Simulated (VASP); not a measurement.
A run of VASP 6.6.1 is set up as follows.

Contents of INCAR:

```
PREC = Accurate
ENCUT = 520
EDIFF = 1E-6
ISMEAR = -1
SIGMA = 0.05
LREAL = False
LASPH = True
NELM = 80
ALGO = Normal
ISIF = 2
LWAVE = False
LCHARG = False
GGA = PE
NBANDS = 22
```

File KPOINTS:

```
regular mesh
0
Gamma
  8 8 5
```

POSCAR

```
Cd2S
1.0
    4.0403891930      0.0000000000      0.0000000000
   -2.0201945965      3.4990796824      0.0000000000
    0.0000000000      0.0000000000      5.9231266511
Cd S
2 1
Direct
    0.3333333333      0.6666666667      0.9327170000
    0.6666666667      0.3333333333      0.5787350000
    0.3333333333      0.6666666667      0.3657050000
```

Potentials or basis: VASP PAW PBE potentials, release 64 (Cd, S).

Launch:

```console
$ cat potpaw_PBE.64/Cd/POTCAR potpaw_PBE.64/S/POTCAR > POTCAR
$ mpirun -np 1 vasp_std > vasp.out
```

(1) What does it give for the pressure?

(2) Predict the largest force.

(3) Estimate the band gap on the k mesh.

## Answers

(1) -2.1 GPa.

(2) 0.254 eV/Å.

(3) 0.29 eV, indirect (least direct gap 0.57 eV).
